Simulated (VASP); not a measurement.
# TaN (P-6m2) in VASP: a series of runs, part 2 of 3

VASP 6.6.1.

**4. Single point, PBE (volume scaled by 0.97)**

File INCAR:

```
PREC = Accurate ; ENCUT = 520
EDIFF = 1E-6 ; ISMEAR = -1
SIGMA = 0.02 ; LREAL = False
LASPH = True ; NELM = 100
ALGO = Normal ; ISIF = 2
LWAVE = False ; LCHARG = True
GGA = PE ; LELF = True
LVHAR = True ; NBANDS = 15
```

File KPOINTS:

```
Automatic mesh
0
Gamma
  12 12 10
```

File POSCAR:

```
TaN
1.0
    2.9083200731      0.0000000000      0.0000000000
   -1.4541600366      2.5186790657      0.0000000000
    0.0000000000      0.0000000000      2.8538767967
Ta N
1 1
Direct
    0.3333333333      0.6666666667      0.5000000000
    0.0000000000      0.0000000000      0.0000000000
```

Potentials or basis: VASP PAW PBE potentials, release 64 (Ta_pv, N).

Command:

```console
cat potpaw_PBE.64/Ta_pv/POTCAR potpaw_PBE.64/N/POTCAR > POTCAR
mpirun -np 1 vasp_std > vasp.out
```

OUTCAR:

```text
PREC = Accurate
   ENCUT = 520
   EDIFF = 1E-6
   ISMEAR = -1
   LREAL = False
   LASPH = True
   NELM = 100
   ISIF = 2
   GGA = PE

 ion  position               nearest neighbor table
   1  0.333  0.667  0.500-   2 2.20   2 2.20   2 2.20   2 2.20   2 2.20   2 2.20
   2  0.000  0.000  0.000-   1 2.20   1 2.20   1 2.20   1 2.20   1 2.20   1 2.20

  LATTYP: Found a hexagonal cell.
 ALAT       =     2.9083200731
 C/A-ratio  =     0.9812801635

  Lattice vectors:

 A1 = (   2.9083200731,   0.0000000000,   0.0000000000)
 A2 = (  -1.4541600366,   2.5186790657,   0.0000000000)
 A3 = (   0.0000000000,   0.0000000000,   2.8538767967)

Analysis of symmetry for initial positions (statically):
=====================================================================
 Subroutine PRICEL returns:
 Original cell was already a primitive cell.

 Routine SETGRP: Setting up the symmetry group for a
 hexagonal supercell.

 Subroutine GETGRP returns: Found 12 space group operations
 (whereof 12 operations were pure point group operations)
 out of a pool of 24 trial point group operations.
[... 175 lines left out ...]
      4      -9.4393      2.00000
      5       3.8751      2.00000
      6       3.8751      2.00000
      7       4.2260      2.00000
      8       5.6117      2.00000
      9      11.0179      0.00000
     10      12.3052      0.00000
     11      12.3052      0.00000
     12      12.7598      0.00000
     13      12.7598      0.00000
     14      21.8758      0.00000
[... 401 lines left out ...]
      2     -26.1548      2.00000
      3     -26.0861      2.00000
      4      -7.6129      2.00000
      5       0.8490      2.00000
      6       3.4208      2.00000
      7       4.8292      2.00000
      8       5.7875      2.00000
      9      11.3377      0.00000
     10      11.6848      0.00000
     11      13.3418      0.00000
     12      13.8026      0.00000
     13      15.9829      0.00000
     14      21.9727      0.00000
     15      22.1537      0.00000

 [... further k-points ...]

------------------------ aborting loop because EDIFF is reached ----------------------------------------

  FORCE on cell =-STRESS in cart. coord.  units (eV):
  Direction    XX          YY          ZZ          XY          YZ          ZX
  --------------------------------------------------------------------------------------
  -------------------------------------------------------------------------------------
  Total        2.1267075      2.1267075      2.4687628     -0.0000000      0.0000000      0.0000000
  in kB      162.9926735    162.9926735    189.2080893     -0.0000000      0.0000000      0.0000000
  external PRESSURE =     171.7311454 kB  Pullay stress =       0.0000000 kB

 VOLUME and BASIS-vectors are now :
 -----------------------------------------------------------------------------
  energy-cutoff  :      520.00
  volume of cell :       20.91
      direct lattice vectors                 reciprocal lattice vectors
     2.908320073  0.000000000  0.000000000     0.343841109  0.198516757  0.000000000
    -1.454160037  2.518679066  0.000000000     0.000000000  0.397033514  0.000000000
     0.000000000  0.000000000  2.853876797     0.000000000  0.000000000  0.350400550

 POSITION                                       TOTAL-FORCE (eV/Angst)
 -----------------------------------------------------------------------------------
     -0.00000      1.67912      1.42694        -0.000000      0.000000      0.000000
      0.00000      0.00000      0.00000         0.000000      0.000000      0.000000
 -----------------------------------------------------------------------------------
    total drift:                                0.000000     -0.000000     -0.000000

  FREE ENERGIE OF THE ION-ELECTRON SYSTEM (eV)
  ---------------------------------------------------
  free  energy   TOTEN  =       -22.3951842832 eV

  energy  without entropy=      -22.3950966015  energy(sigma->0) =      -22.39514044
```

Wall time 21 s (1 thread of Intel Xeon Platinum 8259CL at 2.50GHz (Skylake/Cascade Lake), shared host); peak memory 0.16 GiB.

What came out:

| Quantity | Value |
| --- | --- |
| Free energy | -22.3952 eV |
| Pressure | 17.2 GPa |
| Band gap on the k mesh | zero (band 8 reaches 9.01 eV, above the bottom of band 9 at 8.48 eV) |

Stress tensor (GPa, compression positive):
```
16.30  0.00  0.00
 0.00 16.30  0.00
 0.00  0.00 18.92
```

Caveat: spin-orbit coupling is left out, which moves the levels of the heavy elements.

**5. Single point, PBE (volume scaled by 0.99)**

File INCAR:

```
ALGO = Normal
EDIFF = 1E-6
ENCUT = 520
GGA = PE
ISIF = 2
ISMEAR = -1
LASPH = True
LCHARG = False
LREAL = False
LWAVE = False
NBANDS = 15
NELM = 100
PREC = Accurate
SIGMA = 0.02
```

File KPOINTS:

```
k-points
0
Gamma
  12 12 10
```

File POSCAR:

```
TaN
1.0
    2.9281727019      0.0000000000      0.0000000000
   -1.4640863509      2.5358719465      0.0000000000
    0.0000000000      0.0000000000      2.8733577875
Ta N
1 1
Direct
    0.3333333333      0.6666666667      0.5000000000
    0.0000000000      0.0000000000      0.0000000000
```

Potentials or basis: VASP PAW PBE potentials, release 64 (Ta_pv, N).

Command:

```console
cat potpaw_PBE.64/Ta_pv/POTCAR potpaw_PBE.64/N/POTCAR > POTCAR
mpirun -np 1 vasp_std > vasp.out
```

OUTCAR:

```text
EDIFF = 1E-6
   ENCUT = 520
   GGA = PE
   ISIF = 2
   ISMEAR = -1
   LASPH = True
   LREAL = False
   NELM = 100
   PREC = Accurate

 ion  position               nearest neighbor table
   1  0.333  0.667  0.500-   2 2.22   2 2.22   2 2.22   2 2.22   2 2.22   2 2.22
   2  0.000  0.000  0.000-   1 2.22   1 2.22   1 2.22   1 2.22   1 2.22   1 2.22

  LATTYP: Found a hexagonal cell.
 ALAT       =     2.9281727019
 C/A-ratio  =     0.9812801634

  Lattice vectors:

 A1 = (   2.9281727019,   0.0000000000,   0.0000000000)
 A2 = (  -1.4640863509,   2.5358719465,   0.0000000000)
 A3 = (   0.0000000000,   0.0000000000,   2.8733577875)

Analysis of symmetry for initial positions (statically):
=====================================================================
 Subroutine PRICEL returns:
 Original cell was already a primitive cell.

 Routine SETGRP: Setting up the symmetry group for a
 hexagonal supercell.

 Subroutine GETGRP returns: Found 12 space group operations
 (whereof 12 operations were pure point group operations)
 out of a pool of 24 trial point group operations.

The static configuration has the point symmetry D_3h.

Analysis of symmetry for dynamics (positions and initial velocities):
=====================================================================
 Subroutine PRICEL returns:
 Original cell was already a primitive cell.

 Routine SETGRP: Setting up the symmetry group for a
 hexagonal supercell.

 Subroutine GETGRP returns: Found 12 space group operations
 (whereof 12 operations were pure point group operations)
 out of a pool of 24 trial point group operations.

The dynamic configuration has the point symmetry D_3h.

 Subroutine INISYM returns: Found 12 space group operations
 (whereof 12 operations are pure point group operations),
 and found     1 'primitive' translations

----------------------------------------------------------------------------------------

                                     Primitive cell

  volume of cell :      21.3360

  direct lattice vectors                    reciprocal lattice vectors
     2.928172702  0.000000000  0.000000000     0.341509911  0.197170839  0.000000000
    -1.464086351  2.535871946  0.000000000     0.000000000  0.394341679  0.000000000
     0.000000000  0.000000000  2.873357787     0.000000000  0.000000000  0.348024880

  length of vectors
     2.928172702  2.928172702  2.873357787     0.394341679  0.394341679  0.348024880

  position of ions in fractional coordinates (direct lattice)
     0.333333333  0.666666667  0.500000000
     0.000000000  0.000000000  0.000000000

  ion indices of the primitive-cell ions
   primitive index   ion index
                 1           1
                 2           2

----------------------------------------------------------------------------------------

 KPOINTS: k-points

Automatic generation of k-mesh.
 Grid dimensions read from file:
 generate k-points for:   12   12   10

 Generating k-lattice:

  Cartesian coordinates                     Fractional coordinates (reciprocal lattice)
[... 39 lines left out ...]
  0.250000 -0.000000  0.100000     12.000000
  0.333333  0.000000  0.100000     12.000000
 [... further k-points ...]
   k-points           NKPTS =    114   k-points in BZ     NKDIM =    114   number of bands    NBANDS=     15
   number of dos      NEDOS =    301   number of ions     NIONS =      2
   total plane-waves  NPLWV =  13824
   dimension x,y,z NGX =    24 NGY =   24 NGZ =   24
   dimension x,y,z NGXF=    48 NGYF=   48 NGZF=   48
   ions per type =               1   1
   NGX,Y,Z   is equivalent  to a cutoff of  13.63, 13.63, 13.89 a.u.
   NGXF,Y,Z  is equivalent  to a cutoff of  27.25, 27.25, 27.77 a.u.
 SYSTEM =  unknown system
   PREC   = accura    normal or accurate (medium, high low for compatibility)
   ISTART =      0    job   : 0-new  1-cont  2-samecut
   ICHARG =      2    charge: 1-file 2-atom 10-const
   ISPIN  =      1    spin polarized calculation?
   LNONCOLLINEAR =      F non collinear calculations
   LSORBIT =      F    spin-orbit coupling
   LASPH  =      T    aspherical Exc in radial PAW
   ENCUT  =  520.0 eV  38.22 Ry    6.18 a.u.   5.44  5.44  5.34*2*pi/ulx,y,z
   NELM   =    100;   NELMIN=  2; NELMDL= -5     # of ELM steps
   EDIFF  = 0.1E-05   stopping-criterion for ELM
   LREAL  =      F    real-space projection
   EDIFFG = 0.1E-04   stopping-criterion for IOM
   NSW    =      0    number of steps for IOM
   IBRION =     -1    ionic relax: 0-MD 1-quasi-New 2-CG
   NFREE  =      0    steps in history (QN), initial steepest desc. (CG)
   ISIF   =      2    stress and relaxation
   ISYM   =      2    0-nonsym 1-usesym 2-fastsym
   POTIM  = 0.5000    time-step for ionic-motion
   TEBEG  =    0.0;   TEEND  =   0.0 temperature during run
   PSTRESS=    0.0 pullay stress
   NELECT =      16.0000    total number of electrons
   NUPDOWN=      -1.0000    fix difference up-down
   EMIN   =  10.00;   EMAX   =-10.00  energy-range for DOS
   EFERMI =   0.00;   METHOD = LEGACY
   ISMEAR =    -1;   SIGMA  =   0.02  broadening in eV -4-tet -1-fermi 0-gaus
   EFERMI_NEDOS =   21; number of points for ismear=-14 and -15
   IALGO  =     38    algorithm
   IMIX   =      4    mixing-type and parameters
     AMIX     =   0.40;   BMIX     =  1.00
     AMIX_MAG =   1.60;   BMIX_MAG =  1.00
  volume/ion in A,a.u.               =      10.67        71.99
  Fermi-wavevector in a.u.,A,eV,Ry     =   1.487340  2.810665 30.098539  2.212180
  Thomas-Fermi vector in A             =   2.600513
   LORBIT       =      0    0 simple, 1 ext, 2 COOP (PROOUT), +10 PAW based schemes
   GGA     = PE    functional components
   LHFCALC =     F    Hartree Fock is set to
   AEXX    =    0.0000 exact exchange contribution
   IVDW    =     0    specifies the selected vdW correction
   LEPSILON=     F    determine dielectric tensor
   LRPA    =     F    only Hartree local field effects (RPA)
 non-spin polarized calculation
  energy-cutoff  :      520.00
  volume of cell :       21.34
 maximum number of plane-waves:       599
 NGX is ok and might be reduce to    24
   NGX = 11   NGY = 11   NGZ = 11

 number of electron      16.0000000 magnetization

 Free energy of the ion-electron system (eV)
  ---------------------------------------------------
  ext. energy  EPLUGINS =         0.00000000
  ---------------------------------------------------
  free energy    TOTEN  =       -22.43071677 eV

  energy without entropy =      -22.43062848  energy(sigma->0) =      -22.43067262

 E-fermi :   8.4668     XC(G=0): -13.4012

 val. band max:        8.3617150202   @ k =   0.0000   0.0000   0.4000
 cond. band min:       8.4852414348   @ k =   0.3333   0.3333   0.0000
 fundamental gap:      0.1235264146
 Fermi energy:         8.4667952517

 k-point     1 :       0.0000    0.0000    0.0000
  band No.  band energies     occupation
      1     -26.4581      2.00000
      2     -26.1888      2.00000
      3     -26.1888      2.00000
      4      -9.4990      2.00000
      5       3.7506      2.00000
      6       3.7506      2.00000
      7       4.1057      2.00000
      8       5.4193      2.00000
      9      10.6464      0.00000
     10      11.9918      0.00000
     11      11.9918      0.00000
     12      12.4231      0.00000
     13      12.4231      0.00000
     14      21.5278      0.00000
[... 401 lines left out ...]
      2     -26.4340      2.00000
      3     -26.3612      2.00000
      4      -7.7347      2.00000
      5       0.7516      2.00000
      6       3.2908      2.00000
      7       4.6681      2.00000
      8       5.6271      2.00000
      9      11.0485      0.00000
     10      11.3873      0.00000
     11      12.9850      0.00000
     12      13.4444      0.00000
     13      15.5495      0.00000
     14      21.5971      0.00000
     15      21.8072      0.00000

 [... further k-points ...]

------------------------ aborting loop because EDIFF is reached ----------------------------------------

  FORCE on cell =-STRESS in cart. coord.  units (eV):
  Direction    XX          YY          ZZ          XY          YZ          ZX
  --------------------------------------------------------------------------------------
  -------------------------------------------------------------------------------------
  Total        1.1387678      1.1387678      1.3628492      0.0000000     -0.0000000      0.0000000
  in kB       85.5129817     85.5129817    102.3398263      0.0000000     -0.0000000      0.0000000
  external PRESSURE =      91.1219299 kB  Pullay stress =       0.0000000 kB

 VOLUME and BASIS-vectors are now :
 -----------------------------------------------------------------------------
  energy-cutoff  :      520.00
  volume of cell :       21.34
      direct lattice vectors                 reciprocal lattice vectors
     2.928172702  0.000000000  0.000000000     0.341509911  0.197170839  0.000000000
    -1.464086351  2.535871946  0.000000000     0.000000000  0.394341679  0.000000000
     0.000000000  0.000000000  2.873357787     0.000000000  0.000000000  0.348024880

 POSITION                                       TOTAL-FORCE (eV/Angst)
 -----------------------------------------------------------------------------------
     -0.00000      1.69058      1.43668        -0.000000      0.000000      0.000000
      0.00000      0.00000      0.00000         0.000000      0.000000      0.000000
 -----------------------------------------------------------------------------------
    total drift:                                0.000000     -0.000000     -0.000000

  FREE ENERGIE OF THE ION-ELECTRON SYSTEM (eV)
  ---------------------------------------------------
  free  energy   TOTEN  =       -22.4307167704 eV

  energy  without entropy=      -22.4306284774  energy(sigma->0) =      -22.43067262
```

OSZICAR:

```text
N       E                     dE             d eps       ncg     rms          rms(c)
DAV:   1     0.911974238581E+02    0.91197E+02   -0.87647E+03  3428   0.113E+03
DAV:   2    -0.221272370642E+02   -0.11332E+03   -0.10669E+03  4113   0.307E+02
DAV:   3    -0.249487118184E+02   -0.28215E+01   -0.28075E+01  3847   0.450E+01
DAV:   4    -0.249603795002E+02   -0.11668E-01   -0.11665E-01  4449   0.313E+00
DAV:   5    -0.249604492705E+02   -0.69770E-04   -0.69770E-04  3896   0.225E-01    0.240E+01
DAV:   6    -0.225021161599E+02    0.24583E+01   -0.40108E+00  4463   0.237E+01    0.101E+01
DAV:   7    -0.224584917142E+02    0.43624E-01   -0.64141E-01  3693   0.618E+00    0.709E+00
DAV:   8    -0.224400696753E+02    0.18422E-01   -0.15208E-01  4295   0.333E+00    0.173E+00
DAV:   9    -0.224307058296E+02    0.93638E-02   -0.18357E-02  3826   0.114E+00    0.173E-01
DAV:  10    -0.224308031344E+02   -0.97305E-04   -0.13451E-03  4218   0.410E-01    0.962E-02
DAV:  11    -0.224307168893E+02    0.86245E-04   -0.10951E-04  4008   0.110E-01    0.132E-02
DAV:  12    -0.224307168486E+02    0.40766E-07   -0.14743E-05  3854   0.345E-02    0.453E-03
DAV:  13    -0.224307167704E+02    0.78198E-07   -0.10437E-07  1920   0.327E-03
   1 F= -.22430717E+02 E0= -.22430673E+02  d E =-.882930E-04
```

Run time: 22 s. Hardware: 1 thread of Intel Xeon Platinum 8259CL at 2.50GHz (Skylake/Cascade Lake), shared host; peak memory 0.17 GiB.

Results:

| Quantity | Value |
| --- | --- |
| Free energy | -22.4307 eV |
| Pressure | 9.1 GPa |
| Band gap on the k mesh | zero (band 8 reaches 8.78 eV, above the bottom of band 9 at 8.27 eV) |

Levels at points of the mesh, in eV from the Fermi level:
```csv
k point,band 6,band 7,band 8,band 9,band 10,band 11
"(0.00, 0.00, 0.00)",-4.72,-4.36,-3.05,2.18,3.53,3.53
"(0.50, 0.00, 0.00)",-5.35,-3.62,-3.31,2.95,3.97,5.17
"(0.00, 0.00, 0.50)",-3.90,-3.90,-0.19,-0.19,2.33,3.26
"(0.50, 0.00, 0.50)",-6.34,-5.85,-0.45,4.12,5.32,6.03
```

Caveat: spin-orbit coupling is left out, which moves the levels of the heavy elements.

(Continued in part 3 of 3.)
